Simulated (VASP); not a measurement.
# Zn3F (Pm-3m) in VASP: notebook

The runs below take Zn3F through single point, relaxation of cell and atoms, with PBE.

All numbers are computed with VASP 6.6.1; they aren't measurements. Logs are shortened: lines on timing, memory, paths and dates and some standing lists are left out, and cuts for length are marked.

### 1 The cell of the first run

Symmetry: Pm-3m, No. 221, cubic system. Conventional cell: a = 3.952 Å, b = 3.952 Å, c = 3.952 Å, α = 90.00°, β = 90.00°, γ = 90.00°. Zn (site symmetry 4/mmm) has 8 Zn at 2.79 Å and 4 F at 2.79 Å within 3.7 Å. F (site symmetry m-3m) has 12 Zn at 2.79 Å within 3.7 Å.

The cell was generated, and may not be a known phase.

### 2 Single point, PBE

Input file INCAR:

```
SYSTEM = Zn3F
PREC     = Accurate       ! precision mode
ENCUT    = 520            ! plane-wave cutoff, eV
EDIFF    = 1E-7           ! SCF threshold, eV
ISMEAR   = 0              ! smearing method
SIGMA    = 0.1            ! smearing width, eV
LREAL    = .False.        ! projectors in reciprocal space
LASPH    = .True.         ! aspherical terms in the spheres
NELM     = 60             ! most SCF steps
ALGO     = Fast           ! electronic algorithm
ISIF     = 2              ! what is computed and relaxed
LWAVE    = .False.        ! write WAVECAR
LCHARG   = .False.        ! write CHGCAR
GGA      = PE             ! functional
NBANDS   = 30             ! bands
```

Input file KPOINTS:

```
regular mesh
0
Gamma
  6 6 6
  0 0 0
```

Input file POSCAR:

```
Zn3F
1.0
    3.9522930153      0.0000000000      0.0000000000
    0.0000000000      3.9522930153      0.0000000000
    0.0000000000      0.0000000000      3.9522930153
Zn F
3 1
Direct
    0.0000000000      0.5000000000      0.5000000000
    0.5000000000      0.0000000000      0.5000000000
    0.5000000000      0.5000000000      0.0000000000
    0.0000000000      0.0000000000      0.0000000000
```

Potentials or basis: VASP PAW PBE potentials, release 64 (Zn, F).

The run is started by

```
$ cat potpaw_PBE.64/Zn/POTCAR potpaw_PBE.64/F/POTCAR > POTCAR
$ mpirun -np 1 vasp_std > vasp.out
```

OUTCAR:

```text
SYSTEM = Zn3F
   PREC = Accurate
   ENCUT = 520
   EDIFF = 1E-7
   ISMEAR = 0
   LREAL = .False.
   LASPH = .True.
   NELM = 60
   ISIF = 2
   GGA = PE

 ion  position               nearest neighbor table
   1  0.000  0.500  0.500-   2 2.79   3 2.79   3 2.79   2 2.79   2 2.79   3 2.79   3 2.79   2 2.79

   2  0.500  0.000  0.500-   1 2.79   3 2.79   3 2.79   1 2.79   3 2.79   3 2.79   1 2.79   1 2.79

   3  0.500  0.500  0.000-   1 2.79   2 2.79   1 2.79   2 2.79   2 2.79   2 2.79   1 2.79   1 2.79

   4  0.000  0.000  0.000-

  LATTYP: Found a simple cubic cell.
 ALAT       =     3.9522930153

  Lattice vectors:

 A1 = (   3.9522930153,   0.0000000000,   0.0000000000)
 A2 = (   0.0000000000,   3.9522930153,   0.0000000000)
 A3 = (   0.0000000000,   0.0000000000,   3.9522930153)

Analysis of symmetry for initial positions (statically):
=====================================================================
 Subroutine PRICEL returns:
 Original cell was already a primitive cell.

 Routine SETGRP: Setting up the symmetry group for a
 simple cubic supercell.

 Subroutine GETGRP returns: Found 48 space group operations
 (whereof 48 operations were pure point group operations)
 out of a pool of 48 trial point group operations.

The static configuration has the point symmetry O_h .

Analysis of symmetry for dynamics (positions and initial velocities):
=====================================================================
 Subroutine PRICEL returns:
 Original cell was already a primitive cell.

 Routine SETGRP: Setting up the symmetry group for a
 simple cubic supercell.

 Subroutine GETGRP returns: Found 48 space group operations
 (whereof 48 operations were pure point group operations)
 out of a pool of 48 trial point group operations.

The dynamic configuration has the point symmetry O_h .

 Subroutine INISYM returns: Found 48 space group operations
 (whereof 48 operations are pure point group operations),
 and found     1 'primitive' translations

----------------------------------------------------------------------------------------

                                     Primitive cell

  volume of cell :      61.7373

  direct lattice vectors                    reciprocal lattice vectors
     3.952293015  0.000000000  0.000000000     0.253017678  0.000000000  0.000000000
     0.000000000  3.952293015  0.000000000     0.000000000  0.253017678  0.000000000
     0.000000000  0.000000000  3.952293015     0.000000000  0.000000000  0.253017678

  length of vectors
     3.952293015  3.952293015  3.952293015     0.253017678  0.253017678  0.253017678

  position of ions in fractional coordinates (direct lattice)
     0.000000000  0.500000000  0.500000000
     0.500000000  0.000000000  0.500000000
     0.500000000  0.500000000  0.000000000
     0.000000000  0.000000000  0.000000000

  ion indices of the primitive-cell ions
   primitive index   ion index
                 1           1
                 2           2
                 3           3
                 4           4

----------------------------------------------------------------------------------------

 KPOINTS: regular mesh

Automatic generation of k-mesh.
 Grid dimensions read from file:
 generate k-points for:    6    6    6

 Generating k-lattice:

  Cartesian coordinates                     Fractional coordinates (reciprocal lattice)
     0.042169613  0.000000000  0.000000000     0.166666667  0.000000000  0.000000000
     0.000000000  0.042169613  0.000000000     0.000000000  0.166666667  0.000000000
     0.000000000  0.000000000  0.042169613     0.000000000  0.000000000  0.166666667

  Length of vectors
     0.042169613  0.042169613  0.042169613

  Shift w.r.t. Gamma in fractional coordinates (k-lattice)
     0.000000000  0.000000000  0.000000000

 Subroutine IBZKPT returns following result:
 ===========================================

 Found     20 irreducible k-points:

 Following reciprocal coordinates:
            Coordinates               Weight
  0.000000  0.000000  0.000000      1.000000
  0.166667  0.000000  0.000000      6.000000
  0.333333  0.000000  0.000000      6.000000
  0.500000  0.000000  0.000000      3.000000
  0.166667  0.166667  0.000000     12.000000
  0.333333  0.166667  0.000000     24.000000
[... 12 lines left out ...]
  0.500000  0.500000  0.333333      6.000000
  0.500000  0.500000  0.500000      1.000000
   k-points           NKPTS =     20   k-points in BZ     NKDIM =     20   number of bands    NBANDS=     30
   number of dos      NEDOS =    301   number of ions     NIONS =      4
   total plane-waves  NPLWV =  27000
   dimension x,y,z NGX =    30 NGY =   30 NGZ =   30
   dimension x,y,z NGXF=    60 NGYF=   60 NGZF=   60
   ions per type =               3   1
   NGX,Y,Z   is equivalent  to a cutoff of  12.62, 12.62, 12.62 a.u.
   NGXF,Y,Z  is equivalent  to a cutoff of  25.24, 25.24, 25.24 a.u.
 SYSTEM =  Zn3F
   PREC   = accura    normal or accurate (medium, high low for compatibility)
   ISTART =      0    job   : 0-new  1-cont  2-samecut
   ICHARG =      2    charge: 1-file 2-atom 10-const
   ISPIN  =      1    spin polarized calculation?
   LNONCOLLINEAR =      F non collinear calculations
   LSORBIT =      F    spin-orbit coupling
   LASPH  =      T    aspherical Exc in radial PAW
   ENCUT  =  520.0 eV  38.22 Ry    6.18 a.u.   7.35  7.35  7.35*2*pi/ulx,y,z
   NELM   =     60;   NELMIN=  2; NELMDL= -5     # of ELM steps
   EDIFF  = 0.1E-06   stopping-criterion for ELM
   LREAL  =      F    real-space projection
   EDIFFG = 0.1E-05   stopping-criterion for IOM
   NSW    =      0    number of steps for IOM
   IBRION =     -1    ionic relax: 0-MD 1-quasi-New 2-CG
   NFREE  =      0    steps in history (QN), initial steepest desc. (CG)
   ISIF   =      2    stress and relaxation
   ISYM   =      2    0-nonsym 1-usesym 2-fastsym
   POTIM  = 0.5000    time-step for ionic-motion
   TEBEG  =    0.0;   TEEND  =   0.0 temperature during run
   PSTRESS=    0.0 pullay stress
   NELECT =      43.0000    total number of electrons
   NUPDOWN=      -1.0000    fix difference up-down
   EMIN   =  10.00;   EMAX   =-10.00  energy-range for DOS
   EFERMI =   0.00;   METHOD = LEGACY
   ISMEAR =     0;   SIGMA  =   0.10  broadening in eV -4-tet -1-fermi 0-gaus
   EFERMI_NEDOS =   21; number of points for ismear=-14 and -15
   IALGO  =     68    algorithm
   IMIX   =      4    mixing-type and parameters
     AMIX     =   0.40;   BMIX     =  1.00
     AMIX_MAG =   1.60;   BMIX_MAG =  1.00
  volume/ion in A,a.u.               =      15.43       104.16
  Fermi-wavevector in a.u.,A,eV,Ry     =   1.451160  2.742294 28.652022  2.105864
  Thomas-Fermi vector in A             =   2.568689
   LORBIT       =      0    0 simple, 1 ext, 2 COOP (PROOUT), +10 PAW based schemes
   GGA     = PE    functional components
   LHFCALC =     F    Hartree Fock is set to
   AEXX    =    0.0000 exact exchange contribution
   IVDW    =     0    specifies the selected vdW correction
   LEPSILON=     F    determine dielectric tensor
   LRPA    =     F    only Hartree local field effects (RPA)
 non-spin polarized calculation
 RMM-DIIS sequential band-by-band and
 Gauss-broadening in eV      SIGMA  =   0.10
  energy-cutoff  :      520.00
  volume of cell :       61.74
 maximum number of plane-waves:      1743
 NGX is ok and might be reduce to    30
   NGX = 15   NGY = 15   NGZ = 15

 number of electron      43.0000037 magnetization

 Free energy of the ion-electron system (eV)
  ---------------------------------------------------
  ext. energy  EPLUGINS =         0.00000000
  ---------------------------------------------------
  free energy    TOTEN  =        -6.63532829 eV

  energy without entropy =       -6.62704548  energy(sigma->0) =       -6.63118688

 E-fermi :   1.9039     XC(G=0): -10.7097

 val. band max:        1.9028720015   @ k =   0.1667   0.1667   0.0000
 cond. band min:       1.9111659588   @ k =   0.1667   0.1667   0.0000
 fundamental gap:      0.0082939573
 Fermi energy:         1.9038824162

 k-point     1 :       0.0000    0.0000    0.0000
  band No.  band energies     occupation
      1     -20.6092      2.00000
      2      -6.5677      2.00000
      3      -5.7296      2.00000
      4      -5.7296      2.00000
      5      -5.7296      2.00000
      6      -5.5561      2.00000
[... 22 lines left out ...]
     29      11.3664      0.00000
     30      14.9568      0.00000

 k-point     2 :       0.1667    0.0000    0.0000
  band No.  band energies     occupation
      1     -20.6017      2.00000
      2      -6.4355      2.00000
      3      -5.7143      2.00000
      4      -5.6867      2.00000
      5      -5.6867      2.00000
      6      -5.5730      2.00000
[... 22 lines left out ...]
     29      10.5908      0.00000
     30      14.1422      0.00000

 k-point     3 :       0.3333    0.0000    0.0000
  band No.  band energies     occupation
      1     -20.5883      2.00000
      2      -6.1548      2.00000
      3      -5.6813      2.00000
      4      -5.6571      2.00000
      5      -5.5667      2.00000
      6      -5.5667      2.00000
[... 22 lines left out ...]
     29      12.2334      0.00000
     30      13.4575      0.00000

 k-point     4 :       0.5000    0.0000    0.0000
  band No.  band energies     occupation
      1     -20.5814      2.00000
      2      -6.0232      2.00000
      3      -5.6791      2.00000
      4      -5.6634      2.00000
      5      -5.4494      2.00000
      6      -5.4494      2.00000
[... 484 lines left out ...]
     29      14.7773      0.00000
     30      15.1489      0.00000

 k-point    19 :       0.5000    0.5000    0.3333
  band No.  band energies     occupation
      1     -20.5513      2.00000
      2      -5.7426      2.00000
      3      -5.7426      2.00000
      4      -5.7349      2.00000
      5      -5.4542      2.00000
      6      -5.3692      2.00000
[... 22 lines left out ...]
     29      15.9514      0.00000
     30      15.9514      0.00000

 k-point    20 :       0.5000    0.5000    0.5000
  band No.  band energies     occupation
      1     -20.5477      2.00000
      2      -5.7831      2.00000
      3      -5.7831      2.00000
      4      -5.7831      2.00000
      5      -5.4494      2.00000
      6      -5.3702      2.00000
[... 22 lines left out ...]
     29      17.2340      0.00000
     30      18.1909      0.00000

------------------------ aborting loop because EDIFF is reached ----------------------------------------

  FORCE on cell =-STRESS in cart. coord.  units (eV):
  Direction    XX          YY          ZZ          XY          YZ          ZX
  --------------------------------------------------------------------------------------
  -------------------------------------------------------------------------------------
  Total        0.0468100      0.0468100      0.0468100      0.0000000      0.0000000      0.0000000
  in kB        1.2147919      1.2147919      1.2147919      0.0000000      0.0000000      0.0000000
  external PRESSURE =       1.2147919 kB  Pullay stress =       0.0000000 kB

 VOLUME and BASIS-vectors are now :
 -----------------------------------------------------------------------------
  energy-cutoff  :      520.00
  volume of cell :       61.74
      direct lattice vectors                 reciprocal lattice vectors
     3.952293015  0.000000000  0.000000000     0.253017678  0.000000000  0.000000000
     0.000000000  3.952293015  0.000000000     0.000000000  0.253017678  0.000000000
     0.000000000  0.000000000  3.952293015     0.000000000  0.000000000  0.253017678

 POSITION                                       TOTAL-FORCE (eV/Angst)
 -----------------------------------------------------------------------------------
      0.00000      1.97615      1.97615         0.000000      0.000000      0.000000
      1.97615      0.00000      1.97615         0.000000      0.000000      0.000000
      1.97615      1.97615      0.00000         0.000000      0.000000      0.000000
      0.00000      0.00000      0.00000         0.000000      0.000000      0.000000
 -----------------------------------------------------------------------------------
    total drift:                                0.000000      0.000000     -0.000000

  FREE ENERGIE OF THE ION-ELECTRON SYSTEM (eV)
  ---------------------------------------------------
  free  energy   TOTEN  =        -6.6353282876 eV

  energy  without entropy=       -6.6270454781  energy(sigma->0) =       -6.63118688
```

Run time: 57 s. Hardware: 1 thread of Oxide Virtual Turin-like, shared host; peak memory 0.14 GiB.

Results:

```
Free energy            : -6.6353 eV
Pressure               : 0.1 GPa
Band gap on the k mesh : zero (an odd number of electrons rules out a gap without spin polarisation)
```

Levels at points of the mesh, in eV from the Fermi level:
| k point | band 19 | band 20 | band 21 | band 22 | band 23 | band 24 |
| --- | --- | --- | --- | --- | --- | --- |
| (0.00, 0.00, 0.00) | -4.40 | -4.40 | 1.91 | 1.91 | 1.91 | 2.28 |
| (0.50, 0.00, 0.00) | -3.99 | -3.99 | -2.66 | 2.75 | 2.75 | 3.68 |
| (0.50, 0.50, 0.00) | -4.52 | -3.79 | -0.96 | -0.96 | 0.11 | 5.47 |
| (0.50, 0.50, 0.50) | -4.96 | -2.56 | -1.06 | -1.06 | -1.06 | 2.07 |

Caveat: an odd number of electrons without spin polarisation forces a metal; a magnetic or distorted state may lie lower.

### 3 Relaxation of cell and atoms, PBE

This run uses another cell than the first one, of 11.49 Å³/atom.

Input file INCAR:

```
SYSTEM = Zn3F
  ALGO = Fast
  EDIFF = 1E-6
  EDIFFG = -0.04
  ENCUT = 600
  GGA = PE
  IBRION = 2
  ISIF = 3
  ISMEAR = 0
  LASPH = .True.
  LCHARG = .False.
  LREAL = .False.
  LWAVE = .False.
  NELM = 80
  NSW = 90
  PREC = Accurate
  SIGMA = 0.1
```

Input file KPOINTS:

```
k-points
0
Gamma
  6 6 6
  0 0 0
```

Input file POSCAR:

```
Zn3F
1.0
    3.5823600400      0.0000000000      0.0000000000
    0.0000000000      3.5823600400      0.0000000000
    0.0000000000      0.0000000000      3.5823600400
Zn F
3 1
Direct
    0.0000000000      0.5000000000      0.5000000000
    0.5000000000      0.0000000000      0.5000000000
    0.5000000000      0.5000000000      0.0000000000
    0.0000000000      0.0000000000      0.0000000000
```

Potentials or basis: VASP PAW PBE potentials, release 64 (Zn, F).

The run is started by

```
$ cat potpaw_PBE.64/Zn/POTCAR potpaw_PBE.64/F/POTCAR > POTCAR
$ mpirun -np 1 vasp_std > vasp.out
```

OUTCAR:

```text
SYSTEM = Zn3F
   EDIFF = 1E-6
   EDIFFG = -0.04
   ENCUT = 600
   GGA = PE
   IBRION = 2
   ISIF = 3
   ISMEAR = 0
   LASPH = .True.
   LREAL = .False.
   NELM = 80
   NSW = 90
   PREC = Accurate

 ion  position               nearest neighbor table
   1  0.000  0.500  0.500-   2 2.53   3 2.53   3 2.53   2 2.53   2 2.53   3 2.53   3 2.53   2 2.53

   2  0.500  0.000  0.500-   1 2.53   3 2.53   3 2.53   1 2.53   3 2.53   3 2.53   1 2.53   1 2.53

   3  0.500  0.500  0.000-   1 2.53   2 2.53   1 2.53   2 2.53   2 2.53   2 2.53   1 2.53   1 2.53

   4  0.000  0.000  0.000-

  LATTYP: Found a simple cubic cell.
 ALAT       =     3.5823600400

  Lattice vectors:

[... 185 lines left out ...]
  Direction    XX          YY          ZZ          XY          YZ          ZX
  --------------------------------------------------------------------------------------
  -------------------------------------------------------------------------------------
  Total        9.7990003      9.7990003      9.7990003     -0.0000000      0.0000000     -0.0000000
  in kB      341.4952424    341.4952424    341.4952424     -0.0000000      0.0000000     -0.0000000
  external PRESSURE =     341.4952424 kB  Pullay stress =       0.0000000 kB
[... 101 lines left out ...]
--------------------------------------- Ionic step        4  -------------------------------------------

 number of electron      43.0000037 magnetization

 Free energy of the ion-electron system (eV)
  ---------------------------------------------------
  ext. energy  EPLUGINS =         0.00000000
  ---------------------------------------------------
  free energy    TOTEN  =        -6.62063149 eV

  energy without entropy =       -6.61235359  energy(sigma->0) =       -6.61649254

 E-fermi :   1.9050     XC(G=0): -10.7105

 val. band max:        1.9039529737   @ k =   0.1667   0.1667   0.0000
 cond. band min:       1.9122770913   @ k =   0.1667   0.1667   0.0000
 fundamental gap:      0.0083241177
 Fermi energy:         1.9049794571

 k-point     1 :       0.0000    0.0000    0.0000
  band No.  band energies     occupation
      1     -20.6078      2.00000
      2      -6.5675      2.00000
      3      -5.7291      2.00000
      4      -5.7291      2.00000
      5      -5.7291      2.00000
      6      -5.5556      2.00000
[... 580 lines left out ...]
  FREE ENERGIE OF THE ION-ELECTRON SYSTEM (eV)
  ---------------------------------------------------
  free  energy   TOTEN  =        -6.6206314920 eV

  energy  without entropy=       -6.6123535897  energy(sigma->0) =       -6.61649254

 reached required accuracy - stopping structural energy minimisation
```

OSZICAR:

```text
N       E                     dE             d eps       ncg     rms          rms(c)
DAV:   1     0.297475696256E+03    0.29748E+03   -0.23597E+04  1008   0.297E+03
DAV:   2     0.190720562350E+02   -0.27840E+03   -0.27285E+03  1033   0.478E+02
DAV:   3    -0.615212463769E+01   -0.25224E+02   -0.24678E+02  1051   0.144E+02
DAV:   4    -0.675001465220E+01   -0.59789E+00   -0.59605E+00  1080   0.198E+01
[... 45 lines left out ...]
RMM:   5    -0.662064288458E+01    0.95046E-04   -0.31515E-04  1031   0.165E-01    0.317E-02
RMM:   6    -0.662062969210E+01    0.13192E-04   -0.51033E-05  1004   0.611E-02    0.703E-03
RMM:   7    -0.662063295299E+01   -0.32609E-05   -0.20033E-05   814   0.338E-02    0.954E-03
RMM:   8    -0.662063159012E+01    0.13629E-05   -0.31920E-06   635   0.145E-02    0.385E-03
RMM:   9    -0.662063149196E+01    0.98156E-07   -0.95182E-07   545   0.718E-03
   4 F= -.66206315E+01 E0= -.66164925E+01  d E =-.125269E+01
```

Wall time 1.9 min (1 thread of Oxide Virtual Turin-like, shared host); peak memory 0.15 GiB.

Results:

```yaml
Free_energy: -6.6206 eV
Relaxed_volume: 15.43 Å³/atom
Relaxed_cell: a = 3.952 Å, b = 3.952 Å, c = 3.952 Å, α = 90.00°, β = 90.00°, γ = 90.00°
Space_group_after_relaxing_to_0.1_Å: Pm-3m (No. 221)
Energy_gained_by_relaxing: 313.2 meV/atom
Ionic_steps: 4
Pressure_after_relaxing: 0.1 GPa
Band_gap_on_the_k_mesh: zero (an odd number of electrons rules out a gap without spin polarisation)
```

Step by step:
| step | energy change (eV) | largest force (eV/Å) | pressure (GPa) | volume (Å³) |
| --- | --- | --- | --- | --- |
| 1 | 0.0000 | 0.0000 | 34.15 | 45.97 |
| 2 | -1.2349 | 0.0000 | -2.17 | 64.28 |
| 3 | -1.2519 | 0.0000 | 0.47 | 61.21 |
| 4 | -1.2527 | 0.0000 | 0.06 | 61.73 |

Final structure:
```
Zn F
1.0
     3.95206    0.00000    0.00000
     0.00000    3.95206    0.00000
     0.00000    0.00000    3.95206
Zn F
3 1
Direct
  0.00000 0.50000 0.50000
  0.50000 0.00000 0.50000
  0.50000 0.50000 0.00000
  0.00000 0.00000 0.00000
```

Caveat: the volume moved by over 15 % at a fixed basis, so the end points are rough; an odd number of electrons without spin polarisation forces a metal; a magnetic or distorted state may lie lower.

(Continued in part 2 of 2.)
